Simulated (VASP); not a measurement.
**BiP6: single point with PBE**

BiP6:

```
Bi P
1.0
     0.00000    4.62896    4.62896
     4.62896    0.00000    4.62896
     4.62896    4.62896    0.00000
Bi P
1 6
Direct
  0.00000 0.00000 0.00000
  0.68514 0.31486 0.31486
  0.31486 0.68514 0.68514
  0.31486 0.68514 0.31486
  0.68514 0.31486 0.68514
  0.31486 0.31486 0.68514
  0.68514 0.68514 0.31486
```

```yaml
Program: VASP 6.6.1
Task: single point
Functional: PBE
Potentials_or_basis: VASP PAW PBE potentials, release 64 (Bi_d, P)
Cutoff: 520 eV
k_mesh: 4 × 4 × 4
Occupations: gaussian, width 0.1 eV
Spin: no spin polarisation
Dipole_correction: no
Further_INCAR_settings: ALGO = Normal; EDIFF = 1e-06; NBANDS = 32
```

* Pressure: -0.2 GPa
* Largest force: 0.082 eV/Å

Forces on the atoms (eV/Å):
```
Bi   0.000  0.000  0.000
P    0.082  0.000  0.000
P   -0.082  0.000  0.000
P    0.000  0.082  0.000
P    0.000 -0.082  0.000
P    0.000  0.000  0.082
P    0.000  0.000 -0.082
```

Levels at points of the mesh, in eV from the Fermi level:
```tsv
k point	band 19	band 20	band 21	band 22	band 23	band 24	band 25	band 26	band 27	band 28
(0.00, 0.00, 0.00)	-4.31	0.22	0.22	0.22	2.18	2.18	2.18	2.48	2.48	2.48
(0.50, 0.00, 0.00)	-2.16	-1.07	-1.07	-0.73	-0.73	0.39	0.41	0.69	2.15	2.15
(0.50, 0.50, 0.00)	-4.14	-0.56	-0.56	-0.48	-0.43	1.51	1.51	1.91	1.91	2.74
```

Run time: 67 s on 1 thread of Oxide Virtual Turin-like Processor, with other jobs on the host, peak memory 0.31 GiB.

Caveat: spin-orbit coupling is left out, which moves the levels of the heavy elements.
